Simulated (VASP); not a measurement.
# Al (Im-3m) in VASP: a series of runs

Al is run at these levels: PBEsol; tasks: single point.

All numbers are computed with VASP 6.6.1; they aren't measurements. Logs are shortened: lines on timing, memory, paths and dates and some standing lists are left out, and cuts for length are marked.

### 1 The cell of the first run

It takes space group Im-3m (No. 229, cubic). The conventional cell has a = 3.182 Å, b = 3.182 Å, c = 3.182 Å, α = 90.00°, β = 90.00°, γ = 90.00°. Within 3.6 Å of Al (site symmetry m-3m) lie 14 Al at 2.76 to 3.18 Å.

### 2 Single point, PBEsol

Contents of INCAR:

```
PREC = Accurate
ENCUT = 520
EDIFF = 1E-6
ISMEAR = 1
SIGMA = 0.1
LREAL = False
LASPH = True
NELM = 100
ALGO = Normal
ISIF = 2
LWAVE = False
LCHARG = False
GGA = PS
NBANDS = 8
```

Contents of KPOINTS:

```
regular mesh
0
Gamma
  3 3 3
```

Contents of POSCAR:

```
Al
1.0
    2.7560720000      0.0000000000      0.0000000000
   -0.9186906379      2.5984496110      0.0000000000
   -0.9186906379     -1.2992247445      2.2503234088
Al
1
Direct
    0.0000000000      0.0000000000      0.0000000000
```

Potentials or basis: VASP PAW PBE potentials, release 64 (Al).

Started as:

```bash
$ cat potpaw_PBE.64/Al/POTCAR > POTCAR
$ mpirun -np 1 vasp_std > vasp.out
```

OUTCAR:

```text
PREC = Accurate
   ENCUT = 520
   EDIFF = 1E-6
   ISMEAR = 1
   LREAL = False
   LASPH = True
   NELM = 100
   ISIF = 2
   GGA = PS

 ion  position               nearest neighbor table
   1  0.000  0.000  0.000-

  LATTYP: Found a body centered cubic cell.
 ALAT       =     3.1824378222

  Lattice vectors:

 A1 = (   2.7560720000,   0.0000000000,   0.0000000000)
 A2 = (  -0.9186906379,   2.5984496110,   0.0000000000)
 A3 = (  -0.9186906379,  -1.2992247445,   2.2503234088)

Analysis of symmetry for initial positions (statically):
=====================================================================
 Subroutine PRICEL returns:
 Original cell was already a primitive cell.

 Routine SETGRP: Setting up the symmetry group for a
 body centered cubic supercell.

 Subroutine GETGRP returns: Found 48 space group operations
 (whereof 48 operations were pure point group operations)
 out of a pool of 48 trial point group operations.

The static configuration has the point symmetry O_h .

Analysis of symmetry for dynamics (positions and initial velocities):
=====================================================================
 Subroutine PRICEL returns:
 Original cell was already a primitive cell.

 Routine SETGRP: Setting up the symmetry group for a
 body centered cubic supercell.

 Subroutine GETGRP returns: Found 48 space group operations
 (whereof 48 operations were pure point group operations)
 out of a pool of 48 trial point group operations.

The dynamic configuration has the point symmetry O_h .

 Subroutine INISYM returns: Found 48 space group operations
 (whereof 48 operations are pure point group operations),
 and found     1 'primitive' translations

----------------------------------------------------------------------------------------

                                     Primitive cell

  volume of cell :      16.1157

  direct lattice vectors                    reciprocal lattice vectors
     2.756072000  0.000000000  0.000000000     0.362835223  0.128281619  0.222190275
    -0.918690638  2.598449611  0.000000000     0.000000000  0.384844869  0.222190275
    -0.918690638 -1.299224745  2.250323409     0.000000000  0.000000000  0.444380570

  length of vectors
     2.756072000  2.756072000  2.756072000     0.444380570  0.444380570  0.444380570

  position of ions in fractional coordinates (direct lattice)
     0.000000000  0.000000000  0.000000000

  ion indices of the primitive-cell ions
   primitive index   ion index
                 1           1

----------------------------------------------------------------------------------------

 KPOINTS: regular mesh

Automatic generation of k-mesh.
 Grid dimensions read from file:
 generate k-points for:    3    3    3

 Generating k-lattice:

  Cartesian coordinates                     Fractional coordinates (reciprocal lattice)
     0.120945074  0.042760540  0.074063425     0.333333333 -0.000000000  0.000000000
     0.000000000  0.128281623  0.074063425     0.000000000  0.333333333  0.000000000
     0.000000000  0.000000000  0.148126857     0.000000000  0.000000000  0.333333333

  Length of vectors
     0.148126857  0.148126857  0.148126857

  Shift w.r.t. Gamma in fractional coordinates (k-lattice)
     0.000000000  0.000000000  0.000000000

 Subroutine IBZKPT returns following result:
 ===========================================

 Found      4 irreducible k-points:

 Following reciprocal coordinates:
            Coordinates               Weight
  0.000000  0.000000  0.000000      1.000000
  0.333333  0.000000  0.000000     12.000000
  0.333333  0.333333  0.000000      8.000000
 -0.333333  0.333333  0.333333      6.000000
   k-points           NKPTS =      4   k-points in BZ     NKDIM =      4   number of bands    NBANDS=      8
   number of dos      NEDOS =    301   number of ions     NIONS =      1
   total plane-waves  NPLWV =   8000
   dimension x,y,z NGX =    20 NGY =   20 NGZ =   20
   dimension x,y,z NGXF=    40 NGYF=   40 NGZF=   40
   ions per type =               1
   NGX,Y,Z   is equivalent  to a cutoff of  12.06, 12.06, 12.06 a.u.
   NGXF,Y,Z  is equivalent  to a cutoff of  24.13, 24.13, 24.13 a.u.
 SYSTEM =  unknown system
   PREC   = accura    normal or accurate (medium, high low for compatibility)
   ISTART =      0    job   : 0-new  1-cont  2-samecut
   ICHARG =      2    charge: 1-file 2-atom 10-const
   ISPIN  =      1    spin polarized calculation?
   LNONCOLLINEAR =      F non collinear calculations
   LSORBIT =      F    spin-orbit coupling
   LASPH  =      T    aspherical Exc in radial PAW
   ENCUT  =  520.0 eV  38.22 Ry    6.18 a.u.   5.12  5.12  5.12*2*pi/ulx,y,z
   NELM   =    100;   NELMIN=  2; NELMDL= -5     # of ELM steps
   EDIFF  = 0.1E-05   stopping-criterion for ELM
   LREAL  =      F    real-space projection
   EDIFFG = 0.1E-04   stopping-criterion for IOM
   NSW    =      0    number of steps for IOM
   IBRION =     -1    ionic relax: 0-MD 1-quasi-New 2-CG
   NFREE  =      0    steps in history (QN), initial steepest desc. (CG)
   ISIF   =      2    stress and relaxation
   ISYM   =      2    0-nonsym 1-usesym 2-fastsym
   POTIM  = 0.5000    time-step for ionic-motion
   TEBEG  =    0.0;   TEEND  =   0.0 temperature during run
   PSTRESS=    0.0 pullay stress
   NELECT =       3.0000    total number of electrons
   NUPDOWN=      -1.0000    fix difference up-down
   EMIN   =  10.00;   EMAX   =-10.00  energy-range for DOS
   EFERMI =   0.00;   METHOD = LEGACY
   ISMEAR =     1;   SIGMA  =   0.10  broadening in eV -4-tet -1-fermi 0-gaus
   EFERMI_NEDOS =   21; number of points for ismear=-14 and -15
   IALGO  =     38    algorithm
   IMIX   =      4    mixing-type and parameters
     AMIX     =   0.40;   BMIX     =  1.00
     AMIX_MAG =   1.60;   BMIX_MAG =  1.00
  volume/ion in A,a.u.               =      16.12       108.75
  Fermi-wavevector in a.u.,A,eV,Ry     =   0.934757  1.766434 11.888367  0.873770
  Thomas-Fermi vector in A             =   2.061594
   LORBIT       =      0    0 simple, 1 ext, 2 COOP (PROOUT), +10 PAW based schemes
   GGA     = PS    functional components
   LHFCALC =     F    Hartree Fock is set to
   AEXX    =    0.0000 exact exchange contribution
   IVDW    =     0    specifies the selected vdW correction
   LEPSILON=     F    determine dielectric tensor
   LRPA    =     F    only Hartree local field effects (RPA)
 non-spin polarized calculation
 Methfessel and Paxton  Order N= 1 SIGMA  =   0.10
  energy-cutoff  :      520.00
  volume of cell :       16.12
 maximum number of plane-waves:       444
   NGX = 11   NGY = 11   NGZ = 11

 number of electron       3.0000000 magnetization

 Free energy of the ion-electron system (eV)
  ---------------------------------------------------
  ext. energy  EPLUGINS =         0.00000000
  ---------------------------------------------------
  free energy    TOTEN  =        -3.83967120 eV

  energy without entropy =       -3.83256121  energy(sigma->0) =       -3.83730120

 E-fermi :   7.0755     XC(G=0): -10.3479

 val. band max:        7.0527121512   @ k =   0.3333   0.3333   0.0000
 cond. band min:       9.4034043796   @ k =   0.3333   0.0000   0.0000
 fundamental gap:      2.3506922284
 Fermi energy:         7.0755121367

 k-point     1 :       0.0000    0.0000    0.0000
  band No.  band energies     occupation
      1      -3.0915      2.00000
      2      21.5828      0.00000
      3      21.5828      0.00000
      4      21.5828      0.00000
      5      23.2236      0.00000
      6      23.2236      0.00000
      7      23.2236      0.00000
      8      24.6691      0.00000

 k-point     2 :       0.3333    0.0000    0.0000
  band No.  band energies     occupation
      1       0.1197      2.00000
      2       9.4034      0.00000
      3      17.1631      0.00000
      4      17.2746      0.00000
      5      19.0252      0.00000
      6      20.4787      0.00000
      7      27.0872      0.00000
      8      27.6191      0.00000

 k-point     3 :       0.3333    0.3333    0.0000
  band No.  band energies     occupation
      1       6.0467      2.00000
      2       6.0467      2.00000
      3       7.0527      1.37500
      4      15.4433      0.00000
      5      24.1485      0.00000
      6      24.1485      0.00000
      7      24.6772      0.00000
      8      32.0862      0.00000

 k-point     4 :      -0.3333    0.3333    0.3333
  band No.  band energies     occupation
      1       3.2572      2.00000
      2      11.5206      0.00000
      3      11.5206      0.00000
      4      12.7653      0.00000
      5      14.5914      0.00000
      6      21.4484      0.00000
      7      27.8505      0.00000
      8      29.6048      0.00000

------------------------ aborting loop because EDIFF is reached ----------------------------------------

  FORCE on cell =-STRESS in cart. coord.  units (eV):
  Direction    XX          YY          ZZ          XY          YZ          ZX
  --------------------------------------------------------------------------------------
  -------------------------------------------------------------------------------------
  Total        0.2388825      0.2388825      0.2388825      0.0000000      0.0000000      0.0000000
  in kB       23.7489920     23.7489922     23.7489929      0.0000003      0.0000006      0.0000005
  external PRESSURE =      23.7489924 kB  Pullay stress =       0.0000000 kB

 VOLUME and BASIS-vectors are now :
 -----------------------------------------------------------------------------
  energy-cutoff  :      520.00
  volume of cell :       16.12
      direct lattice vectors                 reciprocal lattice vectors
     2.756072000  0.000000000  0.000000000     0.362835223  0.128281619  0.222190275
    -0.918690638  2.598449611  0.000000000     0.000000000  0.384844869  0.222190275
    -0.918690638 -1.299224745  2.250323409     0.000000000  0.000000000  0.444380570

 POSITION                                       TOTAL-FORCE (eV/Angst)
 -----------------------------------------------------------------------------------
      0.00000      0.00000      0.00000        -0.000000     -0.000000      0.000000
 -----------------------------------------------------------------------------------
    total drift:                               -0.000000      0.000000      0.000000

  FREE ENERGIE OF THE ION-ELECTRON SYSTEM (eV)
  ---------------------------------------------------
  free  energy   TOTEN  =        -3.8396711961 eV

  energy  without entropy=       -3.8325612135  energy(sigma->0) =       -3.83730120
```

It took 1.1 s on 1 thread of Intel Xeon 8259CL, shared host; peak memory 0.11 GiB.

Results:

```
Free energy : -3.8397 eV
Pressure    : 2.4 GPa
```

Levels at points of the mesh, in eV from the Fermi level:
```tsv
k point	band 1	band 2	band 3	band 4	band 5
(0.00, 0.00, 0.00)	-10.17	14.51	14.51	14.51	16.15
```

Caveat: the k points lie up to 0.93 Å⁻¹ apart; the PAW data sets were made with another functional, which shifts forces and pressure a little.

### 3 Single point, PBEsol

Contents of INCAR:

```
  PREC = Accurate
  ENCUT = 520
  EDIFF = 1E-7
  ISMEAR = 1
  SIGMA = 0.1
  LREAL = False
  LASPH = True
  NELM = 60
  ALGO = Normal
  ISIF = 2
  LWAVE = False
  LCHARG = False
  GGA = PS
  NBANDS = 8
```

Contents of KPOINTS:

```
Automatic mesh
0
Gamma
  4 4 4
```

POSCAR is that of step 2.

Potentials or basis: VASP PAW PBE potentials, release 64 (Al).

Started as:

```bash
$ cat potpaw_PBE.64/Al/POTCAR > POTCAR
$ mpirun -np 1 vasp_std > vasp.out
```

Run time: 1.6 s. Hardware: 1 thread of Intel Xeon 8259CL, shared host; peak memory 0.11 GiB.

It converged, with:

```
Free energy : -3.7379 eV
Pressure    : 3.0 GPa
```

Levels at points of the mesh, in eV from the Fermi level:
```
           k point  band 1  band 2  band 3  band 4  band 5  band 6
(0.00, 0.00, 0.00)  -11.94   12.73   12.73   12.73   14.37   14.37
(0.50, 0.00, 0.00)   -5.06   -4.54    7.66    7.68    9.48   10.96
(0.50, 0.50, 0.50)    1.25    1.25    1.25    2.29    2.29    5.22
```

Caveat: the k points lie up to 0.70 Å⁻¹ apart; the PAW data sets were made with another functional, which shifts forces and pressure a little.
